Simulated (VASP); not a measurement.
# Ag (Fm-3m) in VASP: notebook

Runs on Ag. Level: PBE. Tasks: electric field gradients.

Everything below comes from runs of VASP 6.6.1. Logs are shortened: lines on timing, memory, paths and dates and some standing lists are left out, and cuts for length are marked.

## (1) The cell of the first run

The structure is cubic, space group Fm-3m (No. 225). Conventional cell: a = 4.003 Å, b = 4.003 Å, c = 4.003 Å, α = 90.00°, β = 90.00°, γ = 90.00°. Within 3.7 Å of Ag (site symmetry m-3m) lie 12 Ag at 2.83 Å.

## (2) Electric field gradients, PBE (volume scaled by 0.94)

File INCAR:

```
SYSTEM = Ag
PREC     = Accurate       ! precision mode
ENCUT    = 520            ! plane-wave cutoff, eV
EDIFF    = 1E-8           ! SCF threshold, eV
ISMEAR   = -1             ! smearing method
SIGMA    = 0.05           ! smearing width, eV
LREAL    = .FALSE.        ! projectors in reciprocal space
LASPH    = .TRUE.         ! aspherical terms in the spheres
NELM     = 80             ! most SCF steps
ALGO     = Normal         ! electronic algorithm
ISIF     = 2              ! what is computed and relaxed
LWAVE    = .FALSE.        ! write WAVECAR
LCHARG   = .FALSE.        ! write CHGCAR
GGA      = PE             ! functional
LEFG     = .TRUE.       
NBANDS   = 12             ! bands
```

File KPOINTS:

```
regular mesh
0
G
  15 15 15
  0 0 0
```

File POSCAR:

```
Ag
1.0
    0.0000000000      2.0013923787      2.0013923787
    2.0013923787      0.0000000000      2.0013923787
    2.0013923787      2.0013923787      0.0000000000
Ag
1
Direct
    0.0000000000      0.0000000000      0.0000000000
```

Potentials or basis: VASP PAW PBE potentials, release 64 (Ag).

The run is started by

```bash
> cat potpaw_PBE.64/Ag/POTCAR > POTCAR
> mpirun -np 1 vasp_std > vasp.out
```

OUTCAR:

```text
SYSTEM = Ag
   PREC = Accurate
   ENCUT = 520
   EDIFF = 1E-8
   ISMEAR = -1
   LREAL = .FALSE.
   LASPH = .TRUE.
   NELM = 80
   ISIF = 2
   GGA = PE

 ion  position               nearest neighbor table
   1  0.000  0.000  0.000-

  LATTYP: Found a face centered cubic cell.
 ALAT       =     4.0027847574

  Lattice vectors:

 A1 = (   0.0000000000,   2.0013923787,   2.0013923787)
 A2 = (   2.0013923787,   0.0000000000,   2.0013923787)
 A3 = (   2.0013923787,   2.0013923787,   0.0000000000)

Analysis of symmetry for initial positions (statically):
=====================================================================
 Subroutine PRICEL returns:
 Original cell was already a primitive cell.

 Routine SETGRP: Setting up the symmetry group for a
 face centered cubic supercell.

 Subroutine GETGRP returns: Found 48 space group operations
 (whereof 48 operations were pure point group operations)
 out of a pool of 48 trial point group operations.

The static configuration has the point symmetry O_h .

Analysis of symmetry for dynamics (positions and initial velocities):
=====================================================================
 Subroutine PRICEL returns:
 Original cell was already a primitive cell.

 Routine SETGRP: Setting up the symmetry group for a
 face centered cubic supercell.

 Subroutine GETGRP returns: Found 48 space group operations
 (whereof 48 operations were pure point group operations)
 out of a pool of 48 trial point group operations.

The dynamic configuration has the point symmetry O_h .

 Subroutine INISYM returns: Found 48 space group operations
 (whereof 48 operations are pure point group operations),
 and found     1 'primitive' translations

----------------------------------------------------------------------------------------

                                     Primitive cell

  volume of cell :      16.0334

  direct lattice vectors                    reciprocal lattice vectors
     0.000000000  2.001392379  2.001392379    -0.249826074  0.249826074  0.249826074
     2.001392379  0.000000000  2.001392379     0.249826074 -0.249826074  0.249826074
     2.001392379  2.001392379  0.000000000     0.249826074  0.249826074 -0.249826074

  length of vectors
[... 121 lines left out ...]
  ---------------------------------------------------
  ext. energy  EPLUGINS =         0.00000000
  ---------------------------------------------------
  free energy    TOTEN  =        -2.65104144 eV

  energy without entropy =       -2.64770249  energy(sigma->0) =       -2.64937197

 E-fermi :   9.4949     XC(G=0): -12.5824

 val. band max:        9.4883631965   @ k =  -0.4000   0.1333   0.0000
 cond. band min:       9.4983247017   @ k =  -0.2667   0.2667   0.0000
 fundamental gap:      0.0099615051
 Fermi energy:         9.4948878945

 k-point     1 :       0.0000    0.0000    0.0000
  band No.  band energies     occupation
      1       1.0831      2.00000
      2       4.2690      2.00000
      3       4.2690      2.00000
      4       4.2690      2.00000
      5       5.4212      2.00000
      6       5.4212      2.00000
      7      25.4595      0.00000
      8      29.4038      0.00000
      9      29.4038      0.00000
     10      29.4038      0.00000
     11      34.3720      0.00000
     12      35.9457      0.00000
[... 331 lines left out ...]
 k-point    24 :       0.2000    0.1333    0.0000
  band No.  band energies     occupation
      1       2.2733      2.00000
      2       3.8274      2.00000
      3       4.6638      2.00000
      4       4.7025      2.00000
      5       5.1388      2.00000
      6       5.6316      2.00000
      7      24.9167      0.00000
      8      26.3327      0.00000
      9      27.0622      0.00000
     10      28.4014      0.00000
     11      32.6552      0.00000
     12      35.3370      0.00000

 [... further k-points ...]
[... 5 lines left out ...]
  --------------------------------------------------------------------------------------
  -------------------------------------------------------------------------------------
  Total        1.2867750      1.2867750      1.2867750      0.0000000      0.0000000     -0.0000000
  in kB      128.5838646    128.5838646    128.5838646      0.0000000      0.0000000     -0.0000000
  external PRESSURE =     128.5838646 kB  Pullay stress =       0.0000000 kB

 VOLUME and BASIS-vectors are now :
 -----------------------------------------------------------------------------
  energy-cutoff  :      520.00
  volume of cell :       16.03
      direct lattice vectors                 reciprocal lattice vectors
     0.000000000  2.001392379  2.001392379    -0.249826074  0.249826074  0.249826074
     2.001392379  0.000000000  2.001392379     0.249826074 -0.249826074  0.249826074
     2.001392379  2.001392379  0.000000000     0.249826074  0.249826074 -0.249826074

 POSITION                                       TOTAL-FORCE (eV/Angst)
 -----------------------------------------------------------------------------------
      0.00000      0.00000      0.00000         0.000000      0.000000      0.000000
 -----------------------------------------------------------------------------------
    total drift:                               -0.000000     -0.000000     -0.000000

  FREE ENERGIE OF THE ION-ELECTRON SYSTEM (eV)
  ---------------------------------------------------
  free  energy   TOTEN  =        -2.6510414387 eV

  energy  without entropy=       -2.6477024943  energy(sigma->0) =       -2.64937197

 Electric field gradients (V/A^2)
---------------------------------------------------------------------
 ion       V_xx      V_yy      V_zz      V_xy      V_xz      V_yz
---------------------------------------------------------------------
   1      -0.000     0.000     0.000     0.000     0.000     0.000
---------------------------------------------------------------------

 Electric field gradients after diagonalization (V/A^2)
 (convention: |V_zz| > |V_xx| > |V_yy|)
----------------------------------------------------------------------
 ion       V_xx      V_yy      V_zz     asymmetry (V_yy - V_xx)/ V_zz
----------------------------------------------------------------------
   1      -0.000    -0.000     0.000       0.000
----------------------------------------------------------------------

           NMR quadrupolar parameters

 Cq : quadrupolar parameter    Cq=e*Q*V_zz/h
 eta: asymmetry parameters     (V_yy - V_xx)/ V_zz
 Q  : nuclear electric quadrupole moment in mb (millibarn)
----------------------------------------------------------------------
 ion       Cq(MHz)       eta       Q (mb)
----------------------------------------------------------------------
   1       0.000       0.000       1.000
----------------------------------------------------------------------
```

OSZICAR:

```text
N       E                     dE             d eps       ncg     rms          rms(c)
DAV:   1     0.513802768499E+02    0.51380E+02   -0.54681E+03  2936   0.838E+02
DAV:   2    -0.213305490249E+01   -0.53513E+02   -0.50839E+02  3376   0.195E+02
DAV:   3    -0.292526336310E+01   -0.79221E+00   -0.79182E+00  3436   0.248E+01
DAV:   4    -0.292755302243E+01   -0.22897E-02   -0.22896E-02  3272   0.140E+00
DAV:   5    -0.292756945889E+01   -0.16436E-04   -0.16435E-04  3464   0.106E-01    0.620E+00
DAV:   6    -0.266617359987E+01    0.26140E+00   -0.95246E-01  3164   0.889E+00    0.388E+00
DAV:   7    -0.265462658153E+01    0.11547E-01   -0.15484E-02  3352   0.116E+00    0.211E+00
DAV:   8    -0.265103220759E+01    0.35944E-02   -0.72060E-04  3276   0.195E-01    0.115E-01
DAV:   9    -0.265103680779E+01   -0.46002E-05   -0.75728E-06  3352   0.216E-02    0.265E-02
DAV:  10    -0.265104209941E+01   -0.52916E-05   -0.36650E-06  3312   0.174E-02    0.773E-03
DAV:  11    -0.265104149632E+01    0.60309E-06   -0.96330E-08  3384   0.255E-03    0.642E-04
DAV:  12    -0.265104144178E+01    0.54534E-07   -0.33572E-09  2176   0.528E-04    0.334E-05
DAV:  13    -0.265104143874E+01    0.30464E-08   -0.10171E-10  1804   0.105E-04
   1 F= -.26510414E+01 E0= -.26493720E+01  d E =-.333894E-02
```

stdout:

```text
POSCAR found type information on POSCAR Ag
 POSCAR found :  1 types and       1 ions
 scaLAPACK will be used
 LDA part: xc-table for (Slater+PW92), standard interpolation
 POSCAR, INCAR and KPOINTS ok, starting setup
 FFT: planning ... GRIDC
 FFT: planning ... GRID_SOFT
 FFT: planning ... GRID
 WAVECAR not read
 entering main loop
ion   1
```

It took 14 s on 1 thread of AMD EPYC 9R45 (Zen 5), shared host; peak memory 0.12 GiB.

Results:

- Free energy: -2.6510 eV
- Pressure: 12.9 GPa

Caveat: without QUAD_EFG the Cq values of the log hold for a quadrupole moment of 1 mb, not for the nuclei.

## (3) Electric field gradients, PBE (volume scaled by 0.9405)

INCAR is that of step 2.

File KPOINTS:

```
Automatic mesh
0
G
  15 15 15
  0 0 0
```

File POSCAR:

```
Ag
1.0
    0.0000000000      2.0017471726      2.0017471726
    2.0017471726      0.0000000000      2.0017471726
    2.0017471726      2.0017471726      0.0000000000
Ag
1
Direct
    0.0000000000      0.0000000000      0.0000000000
```

Potentials or basis: VASP PAW PBE potentials, release 64 (Ag).

The run is started by

```bash
> cat potpaw_PBE.64/Ag/POTCAR > POTCAR
> mpirun -np 1 vasp_std > vasp.out
```

OUTCAR:

```text
SYSTEM = Ag
   PREC = Accurate
   ENCUT = 520
   EDIFF = 1E-8
   ISMEAR = -1
   LREAL = .FALSE.
   LASPH = .TRUE.
   NELM = 80
   ISIF = 2
   GGA = PE

 ion  position               nearest neighbor table
   1  0.000  0.000  0.000-

  LATTYP: Found a face centered cubic cell.
 ALAT       =     4.0034943452

  Lattice vectors:

 A1 = (   0.0000000000,   2.0017471726,   2.0017471726)
 A2 = (   2.0017471726,   0.0000000000,   2.0017471726)
 A3 = (   2.0017471726,   2.0017471726,   0.0000000000)

Analysis of symmetry for initial positions (statically):
=====================================================================
 Subroutine PRICEL returns:
 Original cell was already a primitive cell.

 Routine SETGRP: Setting up the symmetry group for a
 face centered cubic supercell.

[... 541 lines left out ...]
  external PRESSURE =     127.7388615 kB  Pullay stress =       0.0000000 kB

 VOLUME and BASIS-vectors are now :
 -----------------------------------------------------------------------------
  energy-cutoff  :      520.00
  volume of cell :       16.04
      direct lattice vectors                 reciprocal lattice vectors
     0.000000000  2.001747173  2.001747173    -0.249781794  0.249781794  0.249781794
     2.001747173  0.000000000  2.001747173     0.249781794 -0.249781794  0.249781794
     2.001747173  2.001747173  0.000000000     0.249781794  0.249781794 -0.249781794

 POSITION                                       TOTAL-FORCE (eV/Angst)
 -----------------------------------------------------------------------------------
      0.00000      0.00000      0.00000         0.000000      0.000000      0.000000
 -----------------------------------------------------------------------------------
    total drift:                               -0.000000     -0.000000     -0.000000

  FREE ENERGIE OF THE ION-ELECTRON SYSTEM (eV)
  ---------------------------------------------------
  free  energy   TOTEN  =        -2.6517283255 eV

  energy  without entropy=       -2.6483879295  energy(sigma->0) =       -2.65005813

 Electric field gradients (V/A^2)
---------------------------------------------------------------------
 ion       V_xx      V_yy      V_zz      V_xy      V_xz      V_yz
---------------------------------------------------------------------
   1       0.000     0.000    -0.000     0.000     0.000     0.000
---------------------------------------------------------------------

 Electric field gradients after diagonalization (V/A^2)
 (convention: |V_zz| > |V_xx| > |V_yy|)
----------------------------------------------------------------------
 ion       V_xx      V_yy      V_zz     asymmetry (V_yy - V_xx)/ V_zz
----------------------------------------------------------------------
   1      -0.000    -0.000     0.000       0.000
----------------------------------------------------------------------

           NMR quadrupolar parameters

 Cq : quadrupolar parameter    Cq=e*Q*V_zz/h
 eta: asymmetry parameters     (V_yy - V_xx)/ V_zz
 Q  : nuclear electric quadrupole moment in mb (millibarn)
----------------------------------------------------------------------
 ion       Cq(MHz)       eta       Q (mb)
----------------------------------------------------------------------
   1       0.000       0.000       1.000
----------------------------------------------------------------------
```

stdout:

```text
POSCAR found type information on POSCAR Ag
 POSCAR found :  1 types and       1 ions
 scaLAPACK will be used
 LDA part: xc-table for (Slater+PW92), standard interpolation
 POSCAR, INCAR and KPOINTS ok, starting setup
 FFT: planning ... GRIDC
 FFT: planning ... GRID_SOFT
 FFT: planning ... GRID
 WAVECAR not read
 entering main loop
ion   1
```

Wall time 14 s (1 thread of AMD EPYC 9R45 (Zen 5), shared host); peak memory 0.12 GiB.

What came out:

| Item | Value |
| --- | --- |
| Free energy | -2.6517 eV |
| Pressure | 12.8 GPa |

Caveat: without QUAD_EFG the Cq values of the log hold for a quadrupole moment of 1 mb, not for the nuclei.
